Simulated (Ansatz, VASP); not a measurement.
CuH2 in VASP and in Ansatz

```
Cu H
1.0
     2.55765    0.00000    0.00000
    -1.27882    2.21499    0.00000
     0.00000    0.00000    4.87251
Cu H
1 2
Cartesian
  0.0000 0.0000 0.0000
  0.0000 1.4767 0.9726
  1.2788 0.7383 3.8999
```

Alike in both runs: functional PBE; k mesh 14 × 14 × 8; occupations fermi-dirac, width 0.05 eV; no spin polarisation.

Ansatz relaxed the structure, and its values are those at the end. VASP's run is a single point on that final structure, the one shown.

|  | VASP | Ansatz |
| --- | --- | --- |
| version | VASP 6.6.1 | Ansatz 0.2.0 |
| potentials or method | VASP PAW PBE potentials, release 64 (Cu, H) | PAW with Ansatz's default frozen-core files, scalar-relativistic |
| plane-wave cutoff (eV) | 520 | 420 |
| valence electrons in the cell | 13 | 21 |

```csv
,VASP,Ansatz,Ansatz less VASP
pressure (GPa),0.1,0.0,-0.14
rms of the force components (eV/Å),0.008,0.000,-0.0077
```

The functional is the same, so the differences come from potentials, cutoffs and numerics. VASP's potentials hold 13 valence electrons a cell and Ansatz's 21, so a difference there can come from the potentials and not from the codes.
